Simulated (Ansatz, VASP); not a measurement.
## Two plane-wave programs on Ag

```
Ag
1.0
     0.00000    2.04310    1.99202
     2.04310    0.00000    1.99202
     2.04310    2.04310    0.00000
Ag
1
Cartesian
  0.0000 0.0000 0.0000
```

Change from the starting cell: strain -0.0250 x Voigt [0, 0, 1, 0, 0, 0], atoms carried along.

Alike in both runs: task single point; functional PBEsol; k mesh 20 × 20 × 20; occupations gaussian, width 0.15 eV; no spin polarisation.

|  | VASP | Ansatz |
| --- | --- | --- |
| version | VASP 6.6.1 | Ansatz 0.2.0 |
| potentials or method | VASP PAW PBE potentials, release 64 (Ag), cutoff 520 eV | scalar-relativistic, plane waves, PAW |
| valence electrons in the cell | 11 | 19 |

Ansatz gave:

* gap on the k mesh at the Fermi level (eV): none
* pressure (GPa): 0.2
* traceless stress, the component that is largest in VASP (GPa): 0.65

Task: Estimate VASP's values.

Result: gap on the k mesh at the Fermi level (eV): none; pressure (GPa): 0.0; traceless stress, the component that is largest in VASP (GPa): 0.64.

VASP's potentials were made for PBE, not for PBEsol. A gap of «none» marks a metal or a gap that the smearing closes. VASP's potentials hold 11 valence electrons a cell and Ansatz's 19, so a difference there can come from the potentials and not from the codes.
